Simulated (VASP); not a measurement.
# MoS2 (P-6m2) in VASP: further runs

MoS2 is run at these levels: PBE+D3(BJ); tasks: single point.

Everything below comes from runs of VASP 6.6.1. Logs are shortened: lines on timing, memory, paths and dates and some standing lists are left out, and cuts for length are marked.

## 1. The cell of the first run

Symmetry: P-6m2, No. 187, hexagonal system. Conventional cell: a = 3.122 Å, b = 3.122 Å, c = 6.762 Å, α = 90.00°, β = 90.00°, γ = 120.00°. Within 3.3 Å of Mo (site symmetry -6m2) lie 6 S at 2.52 Å and 6 Mo at 3.12 Å. Within 3.3 Å of S (site symmetry 3m) lie 3 Mo at 2.52 Å and 7 S at 3.12 to 3.23 Å.

## 2. Single point, PBE+D3(BJ) (c/a of the conventional cell at fixed volume 2.1661)

File INCAR:

```
SYSTEM = MoS2
PREC = Accurate
ENCUT = 500
EDIFF = 1E-6
ISMEAR = 0
SIGMA = 0.05
LREAL = .FALSE.
LASPH = .TRUE.
NELM = 120
ALGO = Normal
ISIF = 2
LWAVE = .FALSE.
LCHARG = .FALSE.
GGA = PE
IVDW = 12
NBANDS = 20
GGA_COMPAT = .FALSE.
```

File KPOINTS:

```
regular mesh
0
G
  12 12 4
  0 0 0
```

File POSCAR:

```
MoS2
1.0
    3.1219335931      0.0000000000      0.0000000000
   -1.5609667966      2.7036738005      0.0000000000
    0.0000000000      0.0000000000      6.7624203560
Mo S
1 2
Direct
    0.0000000000      0.0000000000      0.0000000000
    0.3333333333      0.6666666667      0.2608812309
    0.3333333333      0.6666666667      0.7391187691
```

Potentials or basis: VASP PAW PBE potentials, release 64 (Mo_sv, S).

The run is started by

```sh
$ cat potpaw_PBE.64/Mo_sv/POTCAR potpaw_PBE.64/S/POTCAR > POTCAR
$ mpirun -np 1 vasp_std > vasp.out
```

OUTCAR:

```text
SYSTEM = MoS2
   PREC = Accurate
   ENCUT = 500
   EDIFF = 1E-6
   ISMEAR = 0
   LREAL = .FALSE.
   LASPH = .TRUE.
   NELM = 120
   ISIF = 2
   GGA = PE
   IVDW = 12
 IVDW          = 12

 ion  position               nearest neighbor table
   1  0.000  0.000  0.000-   2 2.52   3 2.52   2 2.52   3 2.52   2 2.52   3 2.52
   2  0.333  0.667  0.261-   1 2.52   1 2.52   1 2.52
   3  0.333  0.667  0.739-   1 2.52   1 2.52   1 2.52

  LATTYP: Found a hexagonal cell.
 ALAT       =     3.1219335931
 C/A-ratio  =     2.1661000000

  Lattice vectors:

 A1 = (   3.1219335931,   0.0000000000,   0.0000000000)
 A2 = (  -1.5609667966,   2.7036738005,   0.0000000000)
 A3 = (   0.0000000000,   0.0000000000,   6.7624203560)

Analysis of symmetry for initial positions (statically):
=====================================================================
 Subroutine PRICEL returns:
 Original cell was already a primitive cell.

 Routine SETGRP: Setting up the symmetry group for a
 hexagonal supercell.

 Subroutine GETGRP returns: Found 12 space group operations
 (whereof 12 operations were pure point group operations)
 out of a pool of 24 trial point group operations.

The static configuration has the point symmetry D_3h.

Analysis of symmetry for dynamics (positions and initial velocities):
=====================================================================
 Subroutine PRICEL returns:
 Original cell was already a primitive cell.

 Routine SETGRP: Setting up the symmetry group for a
 hexagonal supercell.

 Subroutine GETGRP returns: Found 12 space group operations
 (whereof 12 operations were pure point group operations)
 out of a pool of 24 trial point group operations.

The dynamic configuration has the point symmetry D_3h.

 Subroutine INISYM returns: Found 12 space group operations
 (whereof 12 operations are pure point group operations),
 and found     1 'primitive' translations

----------------------------------------------------------------------------------------

                                     Primitive cell

  volume of cell :      57.0795

  direct lattice vectors                    reciprocal lattice vectors
     3.121933593  0.000000000  0.000000000     0.320314308  0.184933552  0.000000000
    -1.560966797  2.703673800  0.000000000     0.000000000  0.369867104  0.000000000
     0.000000000  0.000000000  6.762420356     0.000000000  0.000000000  0.147876048

  length of vectors
     3.121933593  3.121933593  6.762420356     0.369867104  0.369867104  0.147876048

  position of ions in fractional coordinates (direct lattice)
     0.000000000  0.000000000  0.000000000
     0.333333333  0.666666667  0.260881231
     0.333333333  0.666666667  0.739118769

  ion indices of the primitive-cell ions
   primitive index   ion index
                 1           1
                 2           2
                 3           3

----------------------------------------------------------------------------------------

 KPOINTS: regular mesh

Automatic generation of k-mesh.
 Grid dimensions read from file:
 generate k-points for:   12   12    4

 Generating k-lattice:

  Cartesian coordinates                     Fractional coordinates (reciprocal lattice)
     0.026692859  0.015411129  0.000000000     0.083333333  0.000000000  0.000000000
     0.000000000  0.030822259  0.000000000     0.000000000  0.083333333  0.000000000
     0.000000000  0.000000000  0.036969012     0.000000000  0.000000000  0.250000000

  Length of vectors
     0.030822259  0.030822259  0.036969012

  Shift w.r.t. Gamma in fractional coordinates (k-lattice)
     0.000000000  0.000000000  0.000000000

 Subroutine IBZKPT returns following result:
 ===========================================

 Found     57 irreducible k-points:

 Following reciprocal coordinates:
            Coordinates               Weight
  0.000000  0.000000  0.000000      1.000000
  0.083333 -0.000000  0.000000      6.000000
  0.166667  0.000000  0.000000      6.000000
  0.250000 -0.000000  0.000000      6.000000
  0.333333 -0.000000  0.000000      6.000000
  0.416667  0.000000  0.000000      6.000000
[... 16 lines left out ...]
  0.250000 -0.000000  0.250000     12.000000
  0.333333 -0.000000  0.250000     12.000000
 [... further k-points ...]
   k-points           NKPTS =     57   k-points in BZ     NKDIM =     57   number of bands    NBANDS=     20
   number of dos      NEDOS =    301   number of ions     NIONS =      3
   total plane-waves  NPLWV =  28800
   dimension x,y,z NGX =    24 NGY =   24 NGZ =   50
   dimension x,y,z NGXF=    48 NGYF=   48 NGZF=  100
   ions per type =               1   2
   NGX,Y,Z   is equivalent  to a cutoff of  12.78, 12.78, 12.29 a.u.
   NGXF,Y,Z  is equivalent  to a cutoff of  25.56, 25.56, 24.58 a.u.
 SYSTEM =  MoS2
   PREC   = accura    normal or accurate (medium, high low for compatibility)
   ISTART =      0    job   : 0-new  1-cont  2-samecut
   ICHARG =      2    charge: 1-file 2-atom 10-const
   ISPIN  =      1    spin polarized calculation?
   LNONCOLLINEAR =      F non collinear calculations
   LSORBIT =      F    spin-orbit coupling
   LASPH  =      T    aspherical Exc in radial PAW
   ENCUT  =  500.0 eV  36.75 Ry    6.06 a.u.   5.69  5.69 12.33*2*pi/ulx,y,z
   NELM   =    120;   NELMIN=  2; NELMDL= -5     # of ELM steps
   EDIFF  = 0.1E-05   stopping-criterion for ELM
   LREAL  =      F    real-space projection
   EDIFFG = 0.1E-04   stopping-criterion for IOM
   NSW    =      0    number of steps for IOM
   IBRION =     -1    ionic relax: 0-MD 1-quasi-New 2-CG
   NFREE  =      0    steps in history (QN), initial steepest desc. (CG)
   ISIF   =      2    stress and relaxation
   ISYM   =      2    0-nonsym 1-usesym 2-fastsym
   POTIM  = 0.5000    time-step for ionic-motion
   TEBEG  =    0.0;   TEEND  =   0.0 temperature during run
   PSTRESS=    0.0 pullay stress
   NELECT =      26.0000    total number of electrons
   NUPDOWN=      -1.0000    fix difference up-down
   EMIN   =  10.00;   EMAX   =-10.00  energy-range for DOS
   EFERMI =   0.00;   METHOD = LEGACY
   ISMEAR =     0;   SIGMA  =   0.05  broadening in eV -4-tet -1-fermi 0-gaus
   EFERMI_NEDOS =   21; number of points for ismear=-14 and -15
   IALGO  =     38    algorithm
   IMIX   =      4    mixing-type and parameters
     AMIX     =   0.40;   BMIX     =  1.00
     AMIX_MAG =   1.60;   BMIX_MAG =  1.00
  volume/ion in A,a.u.               =      19.03       128.40
  Fermi-wavevector in a.u.,A,eV,Ry     =   1.259619  2.380335 21.587552  1.586640
  Thomas-Fermi vector in A             =   2.393170
   LORBIT       =      0    0 simple, 1 ext, 2 COOP (PROOUT), +10 PAW based schemes
   GGA     = PE    functional components
   LHFCALC =     F    Hartree Fock is set to
   AEXX    =    0.0000 exact exchange contribution
   IVDW    =    12    specifies the selected vdW correction
   LEPSILON=     F    determine dielectric tensor
   LRPA    =     F    only Hartree local field effects (RPA)
 non-spin polarized calculation
 Gauss-broadening in eV      SIGMA  =   0.05
  energy-cutoff  :      500.00
  volume of cell :       57.08
 maximum number of plane-waves:      1473
 NGX is ok and might be reduce to    24
   NGX = 11   NGY = 11   NGZ = 25

 number of electron      25.9999998 magnetization

 Free energy of the ion-electron system (eV)
  ---------------------------------------------------
  ext. energy  EPLUGINS =         0.00000000
  ---------------------------------------------------
  free energy    TOTEN  =       -21.20417370 eV

  energy without entropy =      -21.20417370  energy(sigma->0) =      -21.20417370

 E-fermi :   6.6636     XC(G=0): -10.5147

 val. band max:        6.2552218819   @ k =   0.3333   0.3333   0.5000
 cond. band min:       7.0417759073   @ k =   0.1667   0.1667   0.0000
 fundamental gap:      0.7865540254
 Fermi energy:         6.6635709112

 k-point     1 :       0.0000    0.0000    0.0000
  band No.  band energies     occupation
      1     -54.8067      2.00000
      2     -28.9366      2.00000
      3     -28.6311      2.00000
      4     -28.6311      2.00000
      5      -7.7970      2.00000
      6      -6.7114      2.00000
[... 12 lines left out ...]
     19      14.7699      0.00000
     20      15.6765      0.00000

 k-point     2 :       0.0833   -0.0000    0.0000
  band No.  band energies     occupation
      1     -54.8037      2.00000
      2     -28.9316      2.00000
      3     -28.6589      2.00000
      4     -28.6375      2.00000
      5      -7.6924      2.00000
      6      -6.6493      2.00000
[... 12 lines left out ...]
     19      14.9508      0.00000
     20      16.1540      0.00000

 k-point     3 :       0.1667    0.0000    0.0000
  band No.  band energies     occupation
      1     -54.7956      2.00000
      2     -28.9178      2.00000
      3     -28.7344      2.00000
      4     -28.6551      2.00000
      5      -7.3913      2.00000
      6      -6.4710      2.00000
[... 12 lines left out ...]
     19      15.5069      0.00000
     20      15.9817      0.00000

 k-point     4 :       0.2500   -0.0000    0.0000
  band No.  band energies     occupation
      1     -54.7844      2.00000
      2     -28.8991      2.00000
      3     -28.8361      2.00000
      4     -28.6790      2.00000
      5      -6.9348      2.00000
      6      -6.2033      2.00000
[... 12 lines left out ...]
     19      14.8909      0.00000
     20      15.5275      0.00000

 k-point     5 :       0.3333   -0.0000    0.0000
  band No.  band energies     occupation
      1     -54.7732      2.00000
      2     -28.9364      2.00000
      3     -28.8802      2.00000
      4     -28.7028      2.00000
      5      -6.4030      2.00000
      6      -5.8992      2.00000
[... 12 lines left out ...]
     19      13.9334      0.00000
     20      14.7217      0.00000
[... 353 lines left out ...]
      6      -6.7932      2.00000
[... 12 lines left out ...]
     19      15.1106      0.00000
     20      15.9040      0.00000

 k-point    22 :       0.1667    0.0000    0.2500
  band No.  band energies     occupation
      1     -54.7956      2.00000
      2     -28.9179      2.00000
      3     -28.7344      2.00000
      4     -28.6551      2.00000
      5      -7.2968      2.00000
      6      -6.6038      2.00000
[... 12 lines left out ...]
     19      15.5082      0.00000
     20      16.0103      0.00000

 k-point    23 :       0.2500   -0.0000    0.2500
  band No.  band energies     occupation
      1     -54.7844      2.00000
      2     -28.8991      2.00000
      3     -28.8361      2.00000
      4     -28.6790      2.00000
      5      -6.8481      2.00000
      6      -6.3167      2.00000
[... 12 lines left out ...]
     19      14.7701      0.00000
     20      15.3994      0.00000

 k-point    24 :       0.3333   -0.0000    0.2500
  band No.  band energies     occupation
      1     -54.7732      2.00000
      2     -28.9364      2.00000
      3     -28.8802      2.00000
      4     -28.7028      2.00000
      5      -6.3358      2.00000
      6      -5.9805      2.00000
[... 12 lines left out ...]
     19      13.9660      0.00000
     20      14.6227      0.00000

 [... further k-points ...]

------------------------ aborting loop because EDIFF is reached ----------------------------------------

 Edisp (eV)   -1.19031

 E8    (eV) :    -0.4802

  FORCE on cell =-STRESS in cart. coord.  units (eV):
  Direction    XX          YY          ZZ          XY          YZ          ZX
  --------------------------------------------------------------------------------------
  -------------------------------------------------------------------------------------
  Total      -2.03754    -2.03754    -9.28729     0.00000     0.00000     0.00000
  in kB     -57.19220   -57.19220  -260.68709     0.00000     0.00000     0.00000
  external pressure =     -125.02 kB  Pullay stress =        0.00 kB

 VOLUME and BASIS-vectors are now :
 -----------------------------------------------------------------------------
  energy-cutoff  :      500.00
  volume of cell :       57.08
      direct lattice vectors                 reciprocal lattice vectors
     3.121933593  0.000000000  0.000000000     0.320314308  0.184933552  0.000000000
    -1.560966797  2.703673800  0.000000000     0.000000000  0.369867104  0.000000000
     0.000000000  0.000000000  6.762420356     0.000000000  0.000000000  0.147876048

 POSITION                                       TOTAL-FORCE (eV/Angst)
 -----------------------------------------------------------------------------------
      0.00000      0.00000      0.00000         0.000000      0.000000      0.000000
     -0.00000      1.80245      1.76419         0.000000     -0.000000     -2.903095
     -0.00000      1.80245      4.99823        -0.000000      0.000000      2.903095
 -----------------------------------------------------------------------------------
    total drift:                                0.000000     -0.000000     -0.000000

  FREE ENERGIE OF THE ION-ELECTRON SYSTEM (eV)
  ---------------------------------------------------
  free  energy   TOTEN  =       -22.3944835363 eV

  energy  without entropy=      -22.3944835363  energy(sigma->0) =      -22.39448354
```

Run time: 87 s. Hardware: 1 thread of AMD EPYC 7R13 (Zen 3), shared host; peak memory 0.18 GiB.

Results:

```
Free energy                : -22.3945 eV
Pressure                   : -12.5 GPa
Largest force              : 2.903 eV/Å
Band gap on the k mesh     : 0.79 eV, indirect (least direct gap 1.62 eV)
Dispersion energy per atom : -0.397 eV
```

Forces on the atoms (eV/Å):
```
Mo   0.000  0.000  0.000
S    0.000  0.000 -2.903
S    0.000  0.000  2.903
```

Caveat: forces of over 1 eV/Å act on the atoms, so gaps and moduli don't describe the material at rest. A k mesh can miss the band edges.

## 3. Single point, PBE+D3(BJ) (c/a of the conventional cell at fixed volume 2.1098)

File INCAR:

```
SYSTEM = MoS2
  ALGO = Normal
  EDIFF = 1E-6
  ENCUT = 500
  GGA = PE
  GGA_COMPAT = .FALSE.
  ISIF = 2
  ISMEAR = 0
  IVDW = 12
  LASPH = .TRUE.
  LCHARG = .FALSE.
  LREAL = .FALSE.
  LWAVE = .FALSE.
  NBANDS = 20
  NELM = 120
  PREC = Accurate
  SIGMA = 0.05
```

File KPOINTS:

```
k-points
0
G
  12 12 4
  0 0 0
```

File POSCAR:

```
MoS2
1.0
    3.1494351579      0.0000000000      0.0000000000
   -1.5747175790      2.7274908543      0.0000000000
    0.0000000000      0.0000000000      6.6448340996
Mo S
1 2
Direct
    0.0000000000      0.0000000000      0.0000000000
    0.3333333333      0.6666666667      0.2232580192
    0.3333333333      0.6666666667      0.7767419808
```

Potentials or basis: VASP PAW PBE potentials, release 64 (Mo_sv, S).

The run is started by

```sh
$ cat potpaw_PBE.64/Mo_sv/POTCAR potpaw_PBE.64/S/POTCAR > POTCAR
$ mpirun -np 1 vasp_std > vasp.out
```

Run time: 65 s. Hardware: 1 thread of AMD EPYC 7R13 (Zen 3), shared host; peak memory 0.18 GiB.

It converged, with:

```
Free energy                : -22.8469 eV
Pressure                   : 8.2 GPa
Largest force              : 1.796 eV/Å
Band gap on the k mesh     : 0.83 eV, indirect (least direct gap 1.61 eV)
Dispersion energy per atom : -0.399 eV
```

Forces in eV/Å, atoms in the order of the input:
```
Mo   0.000  0.000  0.000
S    0.000  0.000  1.796
S    0.000  0.000 -1.796
```

Stress tensor (GPa, compression positive):
```
 5.36  0.00  0.00
 0.00  5.36  0.00
 0.00  0.00 13.97
```

Levels at points of the mesh, in eV from the valence-band top:
```csv
k point,band 11,band 12,band 13,band 14,band 15,band 16
"(0.00, 0.00, 0.00)",-2.52,-1.64,-0.86,2.21,2.21,2.62
"(0.50, 0.00, 0.00)",-2.10,-1.89,-1.52,1.58,2.13,3.75
"(0.00, 0.00, 0.50)",-2.53,-2.53,0.00,2.16,2.16,2.69
"(0.50, 0.00, 0.50)",-2.79,-1.84,-1.19,1.59,2.24,3.19
```

Caveat: forces of over 1 eV/Å act on the atoms, so gaps and moduli don't describe the material at rest.

(Continued in part 2 of 2.)
